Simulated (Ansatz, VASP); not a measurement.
One calculation of TiB, two programs

File POSCAR:

```
TiB
1.0
    0.0000000000      1.9959500000      2.1535250000
    1.9959500000      0.0000000000      2.1535250000
    1.9959500000      1.9959500000      0.0000000000
Ti B
1 1
Direct
    0.7500000000      0.7500000000      0.7500000000
    0.0000000000      0.0000000000      0.0000000000
```

File INCAR.step1:

```
ALGO     = Normal         # electronic algorithm
EDIFF    = 1E-4           # SCF threshold, eV
ENCUT    = 520            # plane-wave cutoff, eV
GGA      = PE             # functional
ISMEAR   = 0              # smearing method
LASPH    = True           # aspherical terms in the spheres
LCHARG   = False          # write CHGCAR
LREAL    = False          # projectors in reciprocal space
LWAVE    = True           # write WAVECAR
NBANDS   = 14             # bands
NELM     = 100            # most SCF steps
PREC     = Accurate       # precision mode
SIGMA    = 0.15           # smearing width, eV
```

The input INCAR.step2:

```
ALGO     = Normal         # electronic algorithm
EDIFF    = 1E-7           # SCF threshold, eV
ENCUT    = 520            # plane-wave cutoff, eV
ISIF     = 2              # what is computed and relaxed
ISMEAR   = 0              # smearing method
ISTART   = 1            
LASPH    = True           # aspherical terms in the spheres
LCHARG   = False          # write CHGCAR
LMIXTAU  = True         
LREAL    = False          # projectors in reciprocal space
LWAVE    = False          # write WAVECAR
METAGGA  = R2SCAN         # meta-GGA
NBANDS   = 14             # bands
NELM     = 100            # most SCF steps
PREC     = Accurate       # precision mode
SIGMA    = 0.15           # smearing width, eV
```

Contents of KPOINTS:

```
k-points
0
Gamma
  20 20 20
```

Input for Ansatz:

```yaml
crystal:
  lattice:
    - [0.0, 1.99595, 2.153525]
    - [1.99595, 0.0, 2.153525]
    - [1.99595, 1.99595, 0.0]
  atoms:
    - { symbol: Ti, position: [0.75, 0.75, 0.75] }
    - { symbol: B, position: [0.0, 0.0, 0.0] }
basis:
  ecutwfc: 500
kpoints:
  mp_grid: { grid: [20, 20, 20] }
hamiltonian:
  xc: r2scan
scf:
  occupations: { method: gaussian, width: 0.15 }
output:
  forces: true
  stress: true
  eigenvalues: true
```

Change from the starting cell: strain -0.050 along x and y, +0.025 along z, atoms carried along.

Alike in both runs: task single point; functional r2SCAN; k mesh 20 × 20 × 20; occupations gaussian, width 0.15 eV; no spin polarisation.

|  | VASP | Ansatz |
| --- | --- | --- |
| version | VASP 6.6.1 | Ansatz 0.2.0 |
| potentials or method | VASP PAW PBE potentials, release 64 (Ti_sv, B), cutoff 520 eV | scalar-relativistic, plane waves, PAW |
| valence electrons in the cell | 15 | 15 |

```csv
,VASP,Ansatz,Ansatz less VASP
gap on the k mesh at the Fermi level (eV),none,none,-
pressure (GPa),159.5,158.2,-1.28
"traceless stress, the component that is largest in VASP (GPa)",12.31,12.29,-0.013
```

VASP's potentials were made for PBE, not for r2SCAN. A gap of «none» marks a metal or a gap that the smearing closes. Both programs put the cell under a high pressure, so it lies far from rest at this level.

Noted on VASP's run: the cell as given lies far from equilibrium.
